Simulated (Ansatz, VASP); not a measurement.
# Two plane-wave programs on CsCl

The input POSCAR:

```
CsCl
1.0
    4.2213767997      0.0000000000      0.0000000000
    0.0000000000      4.2213767997      0.0000000000
    0.0000000000      0.0000000000      4.2213767997
Cs Cl
1 1
Direct
    0.0000000000      0.0000000000      0.0000000000
    0.5000000000      0.5000000000      0.5000000000
```

INCAR.step1

```
  ALGO = Normal
  EDIFF = 1E-5
  ENCUT = 550
  GGA = PE
  GGA_COMPAT = F
  ISMEAR = 0
  LASPH = T
  LCHARG = F
  LREAL = F
  LWAVE = T
  NBANDS = 15
  NELM = 120
  PREC = Accurate
  SIGMA = 0.02
```

INCAR.step2

```
  ALGO = Normal
  EDIFF = 1E-6
  ENCUT = 550
  GGA_COMPAT = F
  ISIF = 2
  ISMEAR = 0
  ISTART = 1
  LASPH = T
  LCHARG = F
  LMIXTAU = T
  LREAL = F
  LWAVE = F
  METAGGA = R2SCAN
  NBANDS = 15
  NELM = 120
  PREC = Accurate
  SIGMA = 0.02
```

File KPOINTS:

```
k-points
0
Gamma
  6 6 6
```

Input for Ansatz:

```yaml
crystal:
  lattice:
    - [4.2213767997, 0.0, 0.0]
    - [0.0, 4.2213767997, 0.0]
    - [0.0, 0.0, 4.2213767997]
  atoms:
    - { symbol: Cs, position: [0.0, 0.0, 0.0] }
    - { symbol: Cl, position: [0.5, 0.5, 0.5] }
basis:
  ecutwfc: 500
kpoints:
  mp_grid: { grid: [6, 6, 6] }
hamiltonian:
  xc: r2scan
scf:
  occupations: { method: gaussian, width: 0.02 }
output:
  forces: true
  stress: true
  eigenvalues: true
```

Alike in both runs: task single point; functional r2SCAN; k mesh 6 × 6 × 6; occupations gaussian, width 0.02 eV; no spin polarisation.

|  | VASP | Ansatz |
| --- | --- | --- |
| version | VASP 6.6.1 | Ansatz 0.2.0 |
| potentials or method | VASP PAW PBE potentials, release 64 (Cs_sv, Cl), cutoff 550 eV | scalar-relativistic, plane waves, PAW |
| valence electrons in the cell | 16 | 16 |

Ansatz gave:

| Property | Result |
| --- | --- |
| gap on the k mesh at the Fermi level (eV) | 5.73 |
| least direct gap on the mesh (eV) | 5.73 |
| pressure (GPa) | -0.9 |

**Question.** Which values does VASP return?

**Answer.** gap on the k mesh at the Fermi level (eV): 5.72; least direct gap on the mesh (eV): 5.72; pressure (GPa): -0.9.

VASP's potentials were made for PBE, not for r2SCAN.

Spin-orbit coupling is off throughout.
